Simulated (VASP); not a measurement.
Wanted: the native input for a VASP 6.6.1 run.

```
Task                   : single point
Functional             : PBE
Potentials or basis    : VASP PAW PBE potentials, release 64 (Sr_sv, Cl)
Cutoff                 : 520 eV
k mesh                 : 6 × 6 × 6
Occupations            : gaussian, width 0.05 eV
Spin                   : no spin polarisation
Dipole correction      : no
Further INCAR settings : ALGO = Normal; EDIFF = 1e-06; NBANDS = 19
```

The structure of SrCl2 lies in POSCAR:

```
SrCl2
1.0
    1.8442954555      4.6107386389      4.6107386389
    4.6107386389      1.8442954555      4.6107386389
    4.6107386389      4.6107386389      1.8442954555
Sr Cl
1 2
Direct
    0.0000000000      0.0000000000      0.0000000000
    0.2500000000      0.2500000000      0.2500000000
    0.7500000000      0.7500000000      0.7500000000
```

This cell differs from its parent crystal: ratio of the length along [111] to the lengths across it x 2.0, volume and fractional coordinates fixed.

One way to write it, as run:

INCAR

```
PREC = Accurate
ENCUT = 520
EDIFF = 1E-6
ISMEAR = 0
SIGMA = 0.05
LREAL = False
LASPH = True
NELM = 60
ALGO = Normal
ISIF = 2
LWAVE = False
LCHARG = True
GGA = PE
LELF = True
LVHAR = True
NBANDS = 19
```

KPOINTS

```
Automatic mesh
0
Gamma
  6 6 6
```

Potentials or basis: VASP PAW PBE potentials, release 64 (Sr_sv, Cl).

The run is started by

```bash
$ cat potpaw_PBE.64/Sr_sv/POTCAR potpaw_PBE.64/Cl/POTCAR > POTCAR
$ mpirun -np 1 vasp_std > vasp.out
```

It gave:

```yaml
Pressure: 7.8 GPa
Largest_force: 0.516 eV/Å
Band_gap_on_the_k_mesh: 5.28 eV, indirect (least direct gap 5.67 eV)
```

It took 2 min on 1 thread of Intel(R) Xeon(R) Platinum 8259CL CPU @ 2.50GHz (Skylake/Cascade Lake) (shared host), peak memory 0.34 GiB.
